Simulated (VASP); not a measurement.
# Mg (Im-3m) in VASP: further runs, part 3 of 3

VASP 6.6.1. The steps go on from the part before.

**5. Relaxation of cell and atoms, LDA, target pressure 12 GPa, at which the enthalpy is minimised**

This run uses another cell than the first one, of 17.57 Å³/atom, 1.329 times its volume.

INCAR reads:

```
  PREC = Accurate
  ENCUT = 600
  EDIFF = 1E-7
  ISMEAR = 0
  SIGMA = 0.1
  LREAL = F
  LASPH = T
  NELM = 100
  ALGO = Normal
  ISIF = 3
  LWAVE = F
  LCHARG = F
  IBRION = 2
  NSW = 70
  EDIFFG = -0.004
  PSTRESS = 120.0
```

KPOINTS reads:

```
regular mesh
0
Gamma
  20 20 20
```

POSCAR reads:

```
Mg
1.0
   -1.6378494654      1.6378494654      1.6378494654
    1.6378494654     -1.6378494654      1.6378494654
    1.6378494654      1.6378494654     -1.6378494654
Mg
1
Direct
    0.0000000000      0.0000000000      0.0000000000
```

Potentials or basis: VASP PAW LDA potentials, release 64 (Mg).

Command:

```sh
$ cat potpaw_LDA.64/Mg/POTCAR > POTCAR
$ mpirun -np 1 vasp_std > vasp.out
```

OUTCAR:

```text
PREC = Accurate
   ENCUT = 600
   EDIFF = 1E-7
   ISMEAR = 0
   LREAL = F
   LASPH = T
   NELM = 100
   ISIF = 3
   IBRION = 2
   NSW = 70
   EDIFFG = -0.004
   PSTRESS = 120.0

 ion  position               nearest neighbor table
   1  0.000  0.000  0.000-

  LATTYP: Found a body centered cubic cell.
 ALAT       =     3.2756989308

  Lattice vectors:

 A1 = (  -1.6378494654,   1.6378494654,   1.6378494654)
 A2 = (   1.6378494654,  -1.6378494654,   1.6378494654)
 A3 = (   1.6378494654,   1.6378494654,  -1.6378494654)

Analysis of symmetry for initial positions (statically):
=====================================================================
 Subroutine PRICEL returns:
 Original cell was already a primitive cell.

 Routine SETGRP: Setting up the symmetry group for a
 body centered cubic supercell.

 Subroutine GETGRP returns: Found 48 space group operations
 (whereof 48 operations were pure point group operations)
 out of a pool of 48 trial point group operations.

The static configuration has the point symmetry O_h .

Analysis of symmetry for dynamics (positions and initial velocities):
=====================================================================
 Subroutine PRICEL returns:
 Original cell was already a primitive cell.

 Routine SETGRP: Setting up the symmetry group for a
 body centered cubic supercell.

 Subroutine GETGRP returns: Found 48 space group operations
 (whereof 48 operations were pure point group operations)
 out of a pool of 48 trial point group operations.

The dynamic configuration has the point symmetry O_h .

 Subroutine INISYM returns: Found 48 space group operations
 (whereof 48 operations are pure point group operations),
 and found     1 'primitive' translations

----------------------------------------------------------------------------------------

                                     Primitive cell

  volume of cell :      17.5745

  direct lattice vectors                    reciprocal lattice vectors
    -1.637849465  1.637849465  1.637849465     0.000000000  0.305278361  0.305278361
     1.637849465 -1.637849465  1.637849465     0.305278361  0.000000000  0.305278361
     1.637849465  1.637849465 -1.637849465     0.305278361  0.305278361  0.000000000

  length of vectors
     2.836838489  2.836838489  2.836838489     0.431728798  0.431728798  0.431728798

  position of ions in fractional coordinates (direct lattice)
     0.000000000  0.000000000  0.000000000

  ion indices of the primitive-cell ions
   primitive index   ion index
                 1           1

----------------------------------------------------------------------------------------

 KPOINTS: regular mesh

Automatic generation of k-mesh.
 Grid dimensions read from file:
 generate k-points for:   20   20   20

 Generating k-lattice:

  Cartesian coordinates                     Fractional coordinates (reciprocal lattice)
     0.000000000  0.015263918  0.015263918     0.050000000  0.000000000  0.000000000
     0.015263918  0.000000000  0.015263918     0.000000000  0.050000000  0.000000000
     0.015263918  0.015263918  0.000000000     0.000000000  0.000000000  0.050000000

  Length of vectors
     0.021586440  0.021586440  0.021586440

  Shift w.r.t. Gamma in fractional coordinates (k-lattice)
     0.000000000  0.000000000  0.000000000

 Subroutine IBZKPT returns following result:
 ===========================================

 Found    256 irreducible k-points:

 Following reciprocal coordinates:
            Coordinates               Weight
  0.000000  0.000000  0.000000      1.000000
  0.050000  0.000000  0.000000     12.000000
  0.100000  0.000000  0.000000     12.000000
  0.150000  0.000000  0.000000     12.000000
  0.200000  0.000000  0.000000     12.000000
  0.250000  0.000000  0.000000     12.000000
[... 16 lines left out ...]
  0.200000  0.100000 -0.000000     48.000000
  0.250000  0.100000  0.000000     48.000000
 [... further k-points ...]
   k-points           NKPTS =    256   k-points in BZ     NKDIM =    256   number of bands    NBANDS=      5
   number of dos      NEDOS =    301   number of ions     NIONS =      1
   total plane-waves  NPLWV =  13824
   dimension x,y,z NGX =    24 NGY =   24 NGZ =   24
   dimension x,y,z NGXF=    48 NGYF=   48 NGZF=   48
   ions per type =               1
   NGX,Y,Z   is equivalent  to a cutoff of  14.06, 14.06, 14.06 a.u.
   NGXF,Y,Z  is equivalent  to a cutoff of  28.13, 28.13, 28.13 a.u.
 SYSTEM =  unknown system
   PREC   = accura    normal or accurate (medium, high low for compatibility)
   ISTART =      0    job   : 0-new  1-cont  2-samecut
   ICHARG =      2    charge: 1-file 2-atom 10-const
   ISPIN  =      1    spin polarized calculation?
   LNONCOLLINEAR =      F non collinear calculations
   LSORBIT =      F    spin-orbit coupling
   LASPH  =      T    aspherical Exc in radial PAW
   ENCUT  =  600.0 eV  44.10 Ry    6.64 a.u.   5.67  5.67  5.67*2*pi/ulx,y,z
   NELM   =    100;   NELMIN=  2; NELMDL= -5     # of ELM steps
   EDIFF  = 0.1E-06   stopping-criterion for ELM
   LREAL  =      F    real-space projection
   EDIFFG = -.4E-02   stopping-criterion for IOM
   NSW    =     70    number of steps for IOM
   IBRION =      2    ionic relax: 0-MD 1-quasi-New 2-CG
   NFREE  =      1    steps in history (QN), initial steepest desc. (CG)
   ISIF   =      3    stress and relaxation
   ISYM   =      2    0-nonsym 1-usesym 2-fastsym
   POTIM  = 0.5000    time-step for ionic-motion
   TEBEG  =    0.0;   TEEND  =   0.0 temperature during run
   PSTRESS=  120.0 pullay stress
   NELECT =       2.0000    total number of electrons
   NUPDOWN=      -1.0000    fix difference up-down
   EMIN   =  10.00;   EMAX   =-10.00  energy-range for DOS
   EFERMI =   0.00;   METHOD = LEGACY
   ISMEAR =     0;   SIGMA  =   0.10  broadening in eV -4-tet -1-fermi 0-gaus
   EFERMI_NEDOS =   21; number of points for ismear=-14 and -15
   IALGO  =     38    algorithm
   IMIX   =      4    mixing-type and parameters
     AMIX     =   0.40;   BMIX     =  1.00
     AMIX_MAG =   1.60;   BMIX_MAG =  1.00
  volume/ion in A,a.u.               =      17.57       118.60
  Fermi-wavevector in a.u.,A,eV,Ry     =   0.793337  1.499189  8.563276  0.629383
  Thomas-Fermi vector in A             =   1.899252
   LORBIT       =      0    0 simple, 1 ext, 2 COOP (PROOUT), +10 PAW based schemes
   GGA     = CA    functional components
   LHFCALC =     F    Hartree Fock is set to
   AEXX    =    0.0000 exact exchange contribution
   IVDW    =     0    specifies the selected vdW correction
   LEPSILON=     F    determine dielectric tensor
   LRPA    =     F    only Hartree local field effects (RPA)
 conjugate gradient relaxation of ions
 non-spin polarized calculation
 Gauss-broadening in eV      SIGMA  =   0.10
  energy-cutoff  :      600.00
  volume of cell :       17.57
 maximum number of plane-waves:       604
   NGX = 11   NGY = 11   NGZ = 11

--------------------------------------- Ionic step        1  -------------------------------------------

 number of electron       2.0000000 magnetization

 Free energy of the ion-electron system (eV)
  ---------------------------------------------------
  ext. energy  EPLUGINS =         0.00000000
  ---------------------------------------------------
  free energy    TOTEN  =        -1.66557932 eV

  energy without entropy =       -1.66434203  energy(sigma->0) =       -1.66496067

------------------------ aborting loop because EDIFF is reached ----------------------------------------

  FORCE on cell =-STRESS in cart. coord.  units (eV):
  Direction    XX          YY          ZZ          XY          YZ          ZX
  --------------------------------------------------------------------------------------
  -------------------------------------------------------------------------------------
  Total        1.2832414      1.2832414      1.2832414      0.0000000      0.0000000      0.0000000
  in kB      116.9868411    116.9868411    116.9868411      0.0000000      0.0000000      0.0000000
  external PRESSURE =      -3.0131589 kB  Pullay stress =     120.0000000 kB
[... 61 lines left out ...]
--------------------------------------- Ionic step        3  -------------------------------------------

 number of electron       2.0000000 magnetization

 Free energy of the ion-electron system (eV)
  ---------------------------------------------------
  ext. energy  EPLUGINS =         0.00000000
  ---------------------------------------------------
  free energy    TOTEN  =        -1.66089741 eV

  energy without entropy =       -1.65966770  energy(sigma->0) =       -1.66028255

 E-fermi :   4.1393     XC(G=0):  -9.6009

 val. band max:        4.1277603996   @ k =   0.4500   0.0000   0.0000
 cond. band min:       4.1722609716   @ k =   0.3000   0.2000   0.2000
 fundamental gap:      0.0445005720
 Fermi energy:         4.1393374175

 k-point     1 :       0.0000    0.0000    0.0000
  band No.  band energies     occupation
      1      -4.1187      2.00000
      2      18.8931      0.00000
      3      18.8931      0.00000
      4      18.8931      0.00000
      5      21.3088      0.00000
[... 177 lines left out ...]
 k-point    24 :       0.2500    0.1000    0.0000
  band No.  band energies     occupation
      1      -1.4191      2.00000
      2       8.9542      0.00000
      3      12.7012      0.00000
      4      15.7492      0.00000
      5      18.1341      0.00000

 [... further k-points ...]
[... 5 lines left out ...]
  --------------------------------------------------------------------------------------
  -------------------------------------------------------------------------------------
  Total        1.3116665      1.3116665      1.3116665     -0.0000000     -0.0000000      0.0000000
  in kB      120.0105255    120.0105255    120.0105255     -0.0000000     -0.0000000      0.0000000
  external PRESSURE =       0.0105255 kB  Pullay stress =     120.0000000 kB
[... 20 lines left out ...]
  energy  without entropy=       -1.6596677017  energy(sigma->0) =       -1.66028255

  enthalpy is  TOTEN    =        -0.3493459790 eV   P V=        1.3115514264

 reached required accuracy - stopping structural energy minimisation
```

OSZICAR:

```text
N       E                     dE             d eps       ncg     rms          rms(c)
DAV:   1    -0.674644744040E+00   -0.67464E+00   -0.94354E+02  2775   0.320E+02
DAV:   2    -0.167716971392E+01   -0.10025E+01   -0.93787E+00  3250   0.188E+01
DAV:   3    -0.168200442960E+01   -0.48347E-02   -0.48336E-02  3600   0.150E+00
[... 12 lines left out ...]
DAV:   4    -0.165934620737E+01    0.73037E-08   -0.12783E-09  1735   0.255E-04
   2 F= -.34933956E+00 E0= -.34872595E+00  d E =-.533469E-04
       N       E                     dE             d eps       ncg     rms          rms(c)
DAV:   1    -0.166089747235E+01   -0.15513E-02   -0.23671E-05  2990   0.294E-02    0.152E-03
DAV:   2    -0.166089740543E+01    0.66917E-07   -0.83673E-08  3110   0.249E-03
   3 F= -.34934598E+00 E0= -.34873113E+00  d E =-.597643E-04
```

Run time: 8.7 s. Hardware: 1 thread of Intel Xeon 6975P-C (Granite Rapids), shared host; peak memory 0.16 GiB.

What came out:

```yaml
Free_energy: -1.6609 eV
Relaxed_volume: 17.51 Å³/atom
Relaxed_cell: a = 2.833 Å, b = 2.833 Å, c = 2.833 Å, α = 109.47°, β = 109.47°, γ = 109.47°
Space_group_after_relaxing_to_0.05_Å: Im-3m (No. 229)
Energy_change_on_relaxing_the_enthalpy_is_what_falls: +4.7 meV/atom
Ionic_steps: 3
Pressure_after_relaxing: 12.0 GPa
Band_gap_on_the_k_mesh: zero (band 1 reaches 8.16 eV, above the bottom of band 2 at 3.16 eV)
```

The path:
| step | energy change (eV) | largest force (eV/Å) | pressure (GPa) | volume (Å³) |
| --- | --- | --- | --- | --- |
| 1 | 0.0000 | 0.0000 | 11.70 | 17.57 |
| 2 | 0.0062 | 0.0000 | 12.10 | 17.49 |
| 3 | 0.0047 | 0.0000 | 12.00 | 17.51 |

Final structure:
```yaml
crystal:
  lattice:
    - [-1.63588, 1.63588, 1.63588]
    - [1.63588, -1.63588, 1.63588]
    - [1.63588, 1.63588, -1.63588]
  atoms:
    - { symbol: Mg, position: [0.00000, 0.00000, 0.00000] }
```

Caveat: the cell is relaxed towards a set pressure, so the enthalpy falls and the energy may rise.

**6. Summary**

```csv
cell,gap on the mesh (eV),pressure (GPa)
"relaxed to 75 GPa from a = 2.580 Å, angles 109.5°, 1 atom",none,75.0
"relaxed to 30 GPa from a = 2.685 Å, angles 109.5°, 1 atom",none,30.0
"relaxed to 12 GPa from a = 2.685 Å, angles 109.5°, 1 atom",none,12.0
"relaxed to 12 GPa from a = 2.837 Å, angles 109.5°, 1 atom",none,12.0
```

Alike in all rows: task relaxation of cell and atoms; level LDA; potentials or basis VASP PAW LDA potentials, release 64 (Mg); no spin polarisation; k mesh 20 × 20 × 20; cutoff (eV) 600; smearing gaussian 0.1 eV.

Caveats: the cell is relaxed towards a set pressure, so the enthalpy falls and the energy may rise; the volume moved by over 15 % at a fixed basis, so the end points are rough (some runs).

Absolute energies hang on the potentials; compare differences alone.
